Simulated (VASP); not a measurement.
Write the native input for VASP 6.6.1 that does the following.

| Quantity | Value |
| --- | --- |
| Task | single point |
| Functional | PBE |
| Potentials or basis | VASP PAW PBE potentials, release 64 (Ba_sv, S) |
| Cutoff | 500 eV |
| k mesh | 4 × 4 × 4 |
| Occupations | gaussian, width 0.01 eV |
| Spin | no spin polarisation |
| Dipole correction | no |
| Further INCAR settings | ALGO = Normal; EDIFF = 1e-06; NBANDS = 15 |

The structure of BaS lies in POSCAR:

```
BaS
1.0
    0.0000000000      3.1691377395      3.1691377395
    3.1691377395      0.0000000000      3.1691377395
    3.1691377395      3.1691377395      0.0000000000
Ba S
1 1
Direct
    0.0000000000      0.0000000000      0.0000000000
    0.5000000000      0.5000000000      0.5000000000
```

The input as run:

INCAR

```
ALGO = Normal
EDIFF = 1E-6
ENCUT = 500
GGA = PE
GGA_COMPAT = F
ISIF = 2
ISMEAR = 0
LASPH = T
LCHARG = F
LREAL = F
LWAVE = F
NBANDS = 15
NELM = 120
PREC = Accurate
SIGMA = 0.01
```

KPOINTS

```
k-points
0
Gamma
  4 4 4
```

Potentials or basis: VASP PAW PBE potentials, release 64 (Ba_sv, S).

The run is started by

```console
$ cat potpaw_PBE.64/Ba_sv/POTCAR potpaw_PBE.64/S/POTCAR > POTCAR
$ mpirun -np 1 vasp_std > vasp.out
```

It gave:

| Quantity | Value |
| --- | --- |
| Pressure | 2.6 GPa |
| Band gap on the k mesh | 2.06 eV, indirect (least direct gap 2.18 eV) |

Caveat: the k points lie up to 0.43 Å⁻¹ apart; spin-orbit coupling is left out, which moves the levels of the heavy elements.

It took 22 s on 1 thread of Intel Xeon 8259CL, with other jobs on the host, peak memory 0.19 GiB.
